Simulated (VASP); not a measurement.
Write the native input for VASP 6.6.1 that does the following.

```yaml
Task: single point
Functional: PBE
Potentials_or_basis: VASP PAW PBE potentials, release 64 (Al, In_d, As)
Cutoff: 500 eV
k_mesh: 5 × 5 × 5
Occupations: gaussian, width 0.2 eV
Spin: no spin polarisation
Dipole_correction: no
Further_INCAR_settings: ALGO = Normal; EDIFF = 1e-06; NBANDS = 31
```

The structure of AlIn2As3 lies in POSCAR:

```
AlIn2As3
1.0
   -2.1369438513      6.3953923542      3.0114619019
    2.1369438513     -6.3953923542      3.0114619019
    2.1369438513      6.3953923542     -3.0114619019
Al In As
1 2 3
Direct
   -0.0001634435     -0.0001634435      0.0000000000
    0.3362448192      0.0002220353      0.3360227839
    0.6641992513      0.0002220353      0.6639772161
    0.9226130006      0.7636109899      0.1590020107
    0.6046089792      0.7636109899      0.8409979893
    0.2224973931      0.7224973931      0.5000000000
```

One way to write it, as run:

INCAR

```
SYSTEM = AlIn2As3
PREC = Accurate
ENCUT = 500
EDIFF = 1E-6
ISMEAR = 0
SIGMA = 0.2
LREAL = .False.
LASPH = .True.
NELM = 120
ALGO = Normal
ISIF = 2
LWAVE = .False.
LCHARG = .True.
GGA = PE
LELF = .True.
LVHAR = .True.
NBANDS = 31
GGA_COMPAT = .False.
```

KPOINTS

```
regular mesh
0
Gamma
  5 5 5
  0 0 0
```

Potentials or basis: VASP PAW PBE potentials, release 64 (Al, In_d, As).

Command:

```console
$ cat potpaw_PBE.64/Al/POTCAR potpaw_PBE.64/In_d/POTCAR potpaw_PBE.64/As/POTCAR > POTCAR
$ mpirun -np 1 vasp_std > vasp.out
```

Results of the run:

The pressure is -0.1 GPa and the largest force is 0.036 eV/Å. The band gap on the k mesh is 0.13 eV.

Caveat: semilocal functionals underestimate gaps, and a narrow one can read as zero; spin-orbit coupling is left out, which moves the levels of the heavy elements.

It took 3.3 min on 1 thread of Intel(R) Xeon(R) Platinum 8559C (Emerald Rapids), with other jobs on the host, peak memory 0.46 GiB.
